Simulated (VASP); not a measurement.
Si3H2C2: single point with LDA

System: Si3H2C2, a slab with vacuum.

```
CELL_PARAMETERS angstrom
6.12231 0.00000 0.00000
0.00000 6.12231 0.00000
0.00000 0.00000 18.03361
ATOMIC_POSITIONS crystal
Si 0.25000 0.25000 0.26919
Si 0.25000 0.75000 0.26919
Si 0.75000 0.25000 0.26919
Si 0.75000 0.75000 0.26919
Si 0.50027 0.50476 0.39064
Si 0.50027 0.99524 0.39064
Si 0.99973 0.50476 0.39064
Si 0.99973 0.99524 0.39064
Si 0.75000 0.75000 0.51169
Si 0.75000 0.25000 0.51224
Si 0.25000 0.75000 0.52315
Si 0.25000 0.25000 0.50041
C 0.75000 0.50000 0.32921
C 0.75000 0.00000 0.32921
C 0.25000 0.50000 0.32921
C 0.25000 0.00000 0.32921
C 0.00320 0.75000 0.45017
C 0.99491 0.25000 0.44500
C 0.49680 0.75000 0.45017
C 0.50509 0.25000 0.44500
H 0.10182 0.25000 0.20436
H 0.39813 0.25000 0.20436
H 0.39813 0.75000 0.20436
H 0.10182 0.75000 0.20436
H 0.60187 0.25000 0.20436
H 0.89818 0.25000 0.20436
H 0.89818 0.75000 0.20436
H 0.60187 0.75000 0.20436
```

| Quantity | Value |
| --- | --- |
| Program | VASP 6.6.1 |
| Task | single point |
| Functional | LDA |
| Potentials or basis | VASP PAW LDA potentials, release 64 (Si, C, H) |
| Cutoff | 520 eV |
| k mesh | 4 × 4 × 1 |
| Occupations | gaussian, width 0.05 eV |
| Spin | no spin polarisation |

The largest force is 1.655 eV/Å and the band gap on the k mesh is zero (bands 44 and 45 overlap by 1.24 eV).

Forces in eV/Å, atoms in the order of the input:
```
Si   0.001  0.000  1.238
Si   0.001  0.000  1.182
Si  -0.001  0.000  1.268
Si  -0.001  0.000  1.156
Si   0.004 -0.017 -0.012
Si   0.004  0.017 -0.012
Si  -0.004 -0.017 -0.012
Si  -0.004  0.017 -0.012
Si   0.000  0.000  0.015
Si   0.000  0.000  0.030
Si   0.000  0.000 -1.394
Si   0.000  0.000  1.655
C    0.000  0.266 -1.326
C    0.000 -0.266 -1.326
C    0.000  0.105 -1.254
C    0.000 -0.105 -1.254
C    0.009  0.000  0.029
C   -0.007  0.000  0.007
C   -0.009  0.000  0.029
C    0.007  0.000  0.007
H    0.020  0.000  0.006
H   -0.018  0.000  0.006
H    0.004  0.000 -0.008
H   -0.002  0.000 -0.007
H    0.013  0.000  0.015
H   -0.015  0.000  0.015
H   -0.005  0.000 -0.020
H    0.004  0.000 -0.021
```

Levels at points of the mesh, in eV from the Fermi level:
```tsv
k point	band 40	band 41	band 42	band 43	band 44	band 45	band 46	band 47	band 48	band 49
(0.00, 0.00, 0.00)	-1.56	-1.44	-0.81	-0.12	-0.09	-0.08	0.87	1.03	1.07	1.35
(0.50, 0.00, 0.00)	-2.45	-1.23	-1.22	-0.97	-0.92	-0.06	-0.06	1.47	1.49	1.74
(0.00, 0.50, 0.00)	-1.37	-1.21	-1.12	0.83	0.88	0.98	0.98	1.01	1.36	1.43
(0.50, 0.50, 0.00)	-2.32	-1.23	-1.22	-1.08	-1.02	1.36	1.60	1.67	1.90	2.15
```

Run time: 11 min on 1 thread of Intel(R) Xeon(R) Platinum 8259CL CPU @ 2.50GHz (Skylake/Cascade Lake), with other jobs on the host, peak memory 0.64 GiB.
